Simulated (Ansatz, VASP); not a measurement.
**TiCo: VASP beside Ansatz**

```
Co Ti
1.0
     2.98611    0.00000    0.00000
     0.00000    2.98611    0.00000
     0.00000    0.00000    2.98611
Co Ti
1 1
Direct
  0.50000 0.50000 0.50000
  0.00000 0.00000 0.00000
```

Alike in both runs: task single point; functional PBE; k mesh 9 × 9 × 9; occupations gaussian, width 0.025 eV; collinear spin.

```csv
,VASP,Ansatz
version,VASP 6.6.1,Ansatz 0.2.0
potentials or method,"VASP PAW PBE potentials, release 64 (Co, Ti_sv)",Ansatz PAW
plane-wave cutoff (eV),520,420
valence electrons in the cell,21,29
```

|  | VASP | Ansatz | Ansatz less VASP |
| --- | --- | --- | --- |
| gap on the k mesh at the Fermi level (eV) | none | none | - |
| pressure (GPa) | -0.8 | -0.5 | +0.26 |
| net moment per atom (μB) | 0.42 | 0.42 | 0.000 |
| size of the moment on the site where the two differ most (μB) | 0.92 | 0.94 | +0.026 |

Site moments also hang on the region over which each program counts them. A gap of «none» marks a metal or a gap that the smearing closes. The functional is the same, so the differences come from potentials, cutoffs and numerics. VASP's potentials hold 21 valence electrons a cell and Ansatz's 29, so a difference there can come from the potentials and not from the codes.
